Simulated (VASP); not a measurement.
Here is a VASP 6.6.1 calculation.

Contents of POSCAR:

```
CaCd3Pb4F16
1.0
   -5.6828990641      5.6824387587     -0.0000568927
   -5.6470183089      0.0358238625      5.6470079975
   -0.0000010317      5.6823808342      5.6828308284
F Ca Cd Pb
16 1 3 4
Direct
    0.8827079722      0.8521283109      0.3824649187
    0.3831369915      0.8522478976      0.3824271205
    0.8685438032      0.3941408544      0.3694481295
    0.8816347006      0.8561349400      0.8811729393
    0.3691198477      0.3928770841      0.3692924533
    0.3829027185      0.8526549062      0.8820708968
    0.8690280940      0.3936384584      0.8679129345
    0.3700041911      0.3934167337      0.8680648242
    0.6302808106      0.6071880372      0.1310051888
    0.1320146678      0.6074355490      0.1308543431
    0.6171754242      0.1492228686      0.1169557819
    0.6305876263      0.6084352342      0.6307312111
    0.1186558290      0.1451513211      0.1181420965
    0.1314706067      0.6079145726      0.6297604636
    0.6174341681      0.1488604409      0.6166985481
    0.1175557827      0.1487365226      0.6167360025
    1.0002068196      0.5006536732     -0.0003690464
    0.5000308299      0.5008056607      0.9996860630
    1.0001746667      0.5005280419      0.4996502633
    0.5001144102      0.5005892935      0.4996199274
    0.0001102701      0.0007609677      0.9995224723
    0.5001283238      0.0009381894     -0.0005637751
    0.0002370880      1.0004647507      0.4995718655
    0.5001880935      0.0004655105      0.4996580292
```

INCAR.step1

```
SYSTEM = CaCd3Pb4F16
  PREC = Accurate
  ENCUT = 520
  ISMEAR = 0
  SIGMA = 0.1
  LREAL = Auto
  LASPH = .True.
  NELM = 100
  ISYM = 0
  NBANDS = 125
  GGA = PE
  ALGO = Normal
  EDIFF = 1E-4
  LWAVE = .True.
  LCHARG = .False.
```

INCAR.step2

```
SYSTEM = CaCd3Pb4F16
  PREC = Accurate
  ENCUT = 520
  EDIFF = 1E-6
  ISMEAR = 0
  SIGMA = 0.1
  LREAL = Auto
  LASPH = .True.
  NELM = 100
  ALGO = Normal
  ISIF = 2
  LWAVE = .False.
  LCHARG = .False.
  METAGGA = R2SCAN
  LMIXTAU = .True.
  ISYM = 0
  NBANDS = 125
  ISTART = 1
```

Contents of KPOINTS:

```
Automatic mesh
0
Gamma
  2 2 2
  0.5 0.5 0.5
```

Potentials or basis: VASP PAW PBE potentials, release 64 (F, Ca_sv, Cd, Pb_d).

The run is started by

```bash
$ cat potpaw_PBE.64/F/POTCAR potpaw_PBE.64/Ca_sv/POTCAR potpaw_PBE.64/Cd/POTCAR potpaw_PBE.64/Pb_d/POTCAR > POTCAR
$ cp INCAR.step1 INCAR
$ mpirun -np 1 vasp_std > vasp.out
$ cp INCAR.step2 INCAR
$ mpirun -np 1 vasp_std > vasp.out
```

(1) Predict the pressure.

(2) Estimate the largest force.

## Answers

(1) 0.2 GPa.

(2) 0.051 eV/Å.

Caveat: the PAW data sets were made with another functional, which shifts forces and pressure a little.
